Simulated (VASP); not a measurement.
# Au (Cmcm) in VASP: single point with PBEsol

Aim: the single point of Au with PBEsol.

All numbers are computed with VASP 6.6.1; they aren't measurements. Logs are shortened: lines on timing, memory, paths and dates and some standing lists are left out, and cuts for length are marked.

### 1 The cell of the first run

The structure is orthorhombic, space group Cmcm (No. 63). The conventional cell has a = 2.773 Å, b = 5.225 Å, c = 4.719 Å, α = 90.00°, β = 90.00°, γ = 90.00°. Au (site symmetry m2m) has 12 Au at 2.77 to 2.96 Å within 3.7 Å.

### 2 Single point, PBEsol

Contents of INCAR:

```
SYSTEM = Au
PREC = Accurate ; ENCUT = 520
EDIFF = 1E-7 ; ISMEAR = 0
SIGMA = 0.1 ; LREAL = .FALSE.
LASPH = .TRUE. ; NELM = 60
ALGO = Normal ; ISIF = 2
LWAVE = .FALSE. ; LCHARG = .FALSE.
GGA = PS ; NBANDS = 18
```

Contents of KPOINTS:

```
regular mesh
0
G
  8 8 4
  0 0 0
```

Contents of POSCAR:

```
Au
1.0
    1.3863113048     -2.6125959372      0.0000000000
    1.3863113048      2.6125959372      0.0000000000
    0.0000000000      0.0000000000      4.7194148283
Au
2
Direct
    0.6584063158      0.3415936842      0.2500000000
    0.3415936842      0.6584063158      0.7500000000
```

Potentials or basis: VASP PAW PBE potentials, release 64 (Au).

Launch:

```bash
cat potpaw_PBE.64/Au/POTCAR > POTCAR
mpirun -np 1 vasp_std > vasp.out
```

OUTCAR:

```text
SYSTEM = Au
   PREC = Accurate
   ENCUT = 520
   EDIFF = 1E-7
   ISMEAR = 0
   LREAL = .FALSE.
   LASPH = .TRUE.
   NELM = 60
   ISIF = 2
   GGA = PS

 ion  position               nearest neighbor table
   1  0.658  0.342  0.250-   2 2.88   2 2.88   2 2.90   2 2.90   2 2.90   2 2.90
   2  0.342  0.658  0.750-   1 2.88   1 2.88   1 2.90   1 2.90   1 2.90   1 2.90

  LATTYP: Found a base centered orthorhombic cell.
 ALAT       =     2.7726226096
 B/A-ratio  =     1.8845665675
 C/A-ratio  =     1.7021482880

  Lattice vectors:

 A1 = (   1.3863113048,  -2.6125959372,   0.0000000000)
 A2 = (   1.3863113048,   2.6125959372,   0.0000000000)
 A3 = (   0.0000000000,   0.0000000000,   4.7194148283)

Analysis of symmetry for initial positions (statically):
=====================================================================
 Subroutine PRICEL returns:
 Original cell was already a primitive cell.

 Routine SETGRP: Setting up the symmetry group for a
 base centered orthorhombic supercell.

 Subroutine GETGRP returns: Found  8 space group operations
 (whereof  4 operations were pure point group operations)
 out of a pool of  8 trial point group operations.

The static configuration has the point symmetry C_2h.
 The point group associated with its full space group is D_2h.

Analysis of symmetry for dynamics (positions and initial velocities):
=====================================================================
 Subroutine PRICEL returns:
 Original cell was already a primitive cell.

 Routine SETGRP: Setting up the symmetry group for a
 base centered orthorhombic supercell.

 Subroutine GETGRP returns: Found  8 space group operations
 (whereof  4 operations were pure point group operations)
 out of a pool of  8 trial point group operations.

The dynamic configuration has the point symmetry C_2h.
 The point group associated with its full space group is D_2h.

 Subroutine INISYM returns: Found  8 space group operations
 (whereof  4 operations are pure point group operations),
 and found     1 'primitive' translations

----------------------------------------------------------------------------------------

                                     Primitive cell

  volume of cell :      34.1862

  direct lattice vectors                    reciprocal lattice vectors
[... 78 lines left out ...]
   PREC   = accura    normal or accurate (medium, high low for compatibility)
   ISTART =      0    job   : 0-new  1-cont  2-samecut
   ICHARG =      2    charge: 1-file 2-atom 10-const
   ISPIN  =      1    spin polarized calculation?
   LNONCOLLINEAR =      F non collinear calculations
   LSORBIT =      F    spin-orbit coupling
   LASPH  =      T    aspherical Exc in radial PAW
   ENCUT  =  520.0 eV  38.22 Ry    6.18 a.u.   5.50  5.50  8.77*2*pi/ulx,y,z
   NELM   =     60;   NELMIN=  2; NELMDL= -5     # of ELM steps
   EDIFF  = 0.1E-06   stopping-criterion for ELM
   LREAL  =      F    real-space projection
   EDIFFG = 0.1E-05   stopping-criterion for IOM
   NSW    =      0    number of steps for IOM
   IBRION =     -1    ionic relax: 0-MD 1-quasi-New 2-CG
   NFREE  =      0    steps in history (QN), initial steepest desc. (CG)
   ISIF   =      2    stress and relaxation
   ISYM   =      2    0-nonsym 1-usesym 2-fastsym
   POTIM  = 0.5000    time-step for ionic-motion
   TEBEG  =    0.0;   TEEND  =   0.0 temperature during run
   PSTRESS=    0.0 pullay stress
   NELECT =      22.0000    total number of electrons
   NUPDOWN=      -1.0000    fix difference up-down
   EMIN   =  10.00;   EMAX   =-10.00  energy-range for DOS
   EFERMI =   0.00;   METHOD = LEGACY
   ISMEAR =     0;   SIGMA  =   0.10  broadening in eV -4-tet -1-fermi 0-gaus
   EFERMI_NEDOS =   21; number of points for ismear=-14 and -15
   IALGO  =     38    algorithm
   IMIX   =      4    mixing-type and parameters
     AMIX     =   0.40;   BMIX     =  1.00
     AMIX_MAG =   1.60;   BMIX_MAG =  1.00
  volume/ion in A,a.u.               =      17.09       115.35
  Fermi-wavevector in a.u.,A,eV,Ry     =   1.413401  2.670940 27.180384  1.997702
  Thomas-Fermi vector in A             =   2.535050
   LORBIT       =      0    0 simple, 1 ext, 2 COOP (PROOUT), +10 PAW based schemes
   GGA     = PS    functional components
   LHFCALC =     F    Hartree Fock is set to
   AEXX    =    0.0000 exact exchange contribution
   IVDW    =     0    specifies the selected vdW correction
   LEPSILON=     F    determine dielectric tensor
   LRPA    =     F    only Hartree local field effects (RPA)
 non-spin polarized calculation
 Gauss-broadening in eV      SIGMA  =   0.10
  energy-cutoff  :      520.00
  volume of cell :       34.19
 maximum number of plane-waves:       934
 NGX is ok and might be reduce to    24
   NGX = 11   NGY = 11   NGZ = 17

 number of electron      22.0000002 magnetization

 Free energy of the ion-electron system (eV)
  ---------------------------------------------------
  ext. energy  EPLUGINS =         0.00000000
  ---------------------------------------------------
  free energy    TOTEN  =        -7.81406145 eV

  energy without entropy =       -7.81140840  energy(sigma->0) =       -7.81273493

 E-fermi :   9.2551     XC(G=0): -12.8643

 val. band max:        9.2506520290   @ k =   0.5000   0.5000   0.0000
 cond. band min:       9.2713587387   @ k =   0.5000   0.0000   0.2500
 fundamental gap:      0.0207067097
 Fermi energy:         9.2551171659

 k-point     1 :       0.0000    0.0000    0.0000
  band No.  band energies     occupation
      1      -0.6633      2.00000
      2       1.8984      2.00000
      3       4.1033      2.00000
      4       4.2683      2.00000
      5       4.8519      2.00000
      6       5.2518      2.00000
[... 481 lines left out ...]
      5       4.5044      2.00000
      6       4.9394      2.00000
[... 10 lines left out ...]
     17      24.8931      0.00000
     18      25.7056      0.00000

 [... further k-points ...]
[... 5 lines left out ...]
  --------------------------------------------------------------------------------------
  -------------------------------------------------------------------------------------
  Total       -0.0511867     -0.0853941     -0.0466838      0.0000000      0.0000000      0.0000000
  in kB       -2.3989238     -4.0020945     -2.1878924      0.0000000      0.0000000      0.0000000
  external PRESSURE =      -2.8629702 kB  Pullay stress =       0.0000000 kB

 VOLUME and BASIS-vectors are now :
 -----------------------------------------------------------------------------
  energy-cutoff  :      520.00
  volume of cell :       34.19
      direct lattice vectors                 reciprocal lattice vectors
     1.386311305 -2.612595937  0.000000000     0.360669352 -0.191380532  0.000000000
     1.386311305  2.612595937  0.000000000     0.360669352  0.191380532  0.000000000
     0.000000000  0.000000000  4.719414828     0.000000000  0.000000000  0.211890676

 POSITION                                       TOTAL-FORCE (eV/Angst)
 -----------------------------------------------------------------------------------
      1.38631     -0.82770      1.17985         0.000000      0.009705     -0.000000
      1.38631      0.82770      3.53956         0.000000     -0.009705      0.000000
 -----------------------------------------------------------------------------------
    total drift:                                0.000000     -0.000000     -0.000000

  FREE ENERGIE OF THE ION-ELECTRON SYSTEM (eV)
  ---------------------------------------------------
  free  energy   TOTEN  =        -7.8140614492 eV

  energy  without entropy=       -7.8114084024  energy(sigma->0) =       -7.81273493
```

OSZICAR:

```text
N       E                     dE             d eps       ncg     rms          rms(c)
DAV:   1     0.123090746700E+03    0.12309E+03   -0.11710E+04  2268   0.119E+03
DAV:   2    -0.639254668843E+01   -0.12948E+03   -0.12361E+03  2434   0.262E+02
DAV:   3    -0.848900742204E+01   -0.20965E+01   -0.20848E+01  2668   0.338E+01
DAV:   4    -0.849794028995E+01   -0.89329E-02   -0.89321E-02  2456   0.230E+00
DAV:   5    -0.849801956537E+01   -0.79275E-04   -0.79274E-04  2584   0.232E-01    0.134E+01
DAV:   6    -0.786530827984E+01    0.63271E+00   -0.11735E+00  2328   0.991E+00    0.833E+00
DAV:   7    -0.781996289963E+01    0.45345E-01   -0.12451E-01  2512   0.317E+00    0.352E+00
DAV:   8    -0.781411151552E+01    0.58514E-02   -0.11491E-02  2388   0.916E-01    0.470E-01
DAV:   9    -0.781405411273E+01    0.57403E-04   -0.85352E-05  2564   0.840E-02    0.282E-02
DAV:  10    -0.781406141981E+01   -0.73071E-05   -0.45734E-06  2544   0.194E-02    0.260E-03
DAV:  11    -0.781406144923E+01   -0.29417E-07   -0.37692E-07  2508   0.510E-03
   1 F= -.78140614E+01 E0= -.78127349E+01  d E =-.265305E-02
```

Wall time 13 s (1 thread of Intel Xeon Platinum 8488C (Sapphire Rapids), shared host); peak memory 0.17 GiB.

What came out:

```
Free energy            : -7.8141 eV
Pressure               : -0.3 GPa
Largest force          : 0.010 eV/Å
Band gap on the k mesh : zero (band 11 reaches 12.50 eV, above the bottom of band 12 at 6.76 eV)
```

Forces on the atoms (eV/Å):
```
Au   0.000  0.010  0.000
Au   0.000 -0.010  0.000
```

Stress tensor (GPa, compression positive):
```
-0.24  0.00  0.00
 0.00 -0.40  0.00
 0.00  0.00 -0.22
```

Levels at points of the mesh, in eV from the Fermi level:
```
           k point  band 8  band 9  band 10  band 11  band 12  band 13  band 14  band 15
(0.00, 0.00, 0.00)   -3.77   -3.44    -2.23    -2.14    -1.03     2.97    13.75    16.09
(0.50, 0.00, 0.00)   -1.99   -1.95    -1.83     0.40     1.80     6.06     7.44     7.85
(0.50, 0.50, 0.00)   -2.12   -1.83    -1.83     0.00     0.75     5.56     6.75     7.29
(0.00, 0.00, 0.50)   -4.19   -2.86    -2.86    -2.48    -2.48    11.18    11.18    14.47
(0.50, 0.00, 0.50)   -2.56   -1.81    -1.81     0.68     0.68     4.19     4.19    12.63
(0.50, 0.50, 0.50)   -2.32   -1.95    -1.95    -0.22    -0.22     3.27     3.27    12.86
```

Caveat: the PAW data sets were made with another functional, which shifts forces and pressure a little; spin-orbit coupling is left out, which moves the levels of the heavy elements.
